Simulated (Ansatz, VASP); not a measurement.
# BeS: VASP beside Ansatz

```
Be S
1.0
     0.00000    2.38442    2.38442
     2.38442    0.00000    2.38442
     2.38442    2.38442    0.00000
Be S
1 1
Direct
  0.00000 0.00000 0.00000
  0.25000 0.25000 0.25000
```

Alike in both runs: task relaxation of the atoms; functional r2SCAN; k mesh 10 × 10 × 10; occupations fermi-dirac, width 0.02 eV; no spin polarisation.

```csv
,VASP,Ansatz
version,VASP 6.6.1,Ansatz 0.2.0
potentials or method,"VASP PAW PBE potentials, release 64 (Be, S), cutoff 520 eV",PAW plane waves
valence electrons in the cell,8,8
```

|  | VASP | Ansatz | Ansatz less VASP |
| --- | --- | --- | --- |
| gap on the k mesh at the Fermi level, each at its own relaxed structure (eV) | 3.45 | 3.44 | -0.009 |

VASP's potentials were made for PBE, not for r2SCAN. Ansatz's warnings: stress scf threshold loose.

Noted on VASP's run: the relaxation stopped at its first step, so nothing moved.
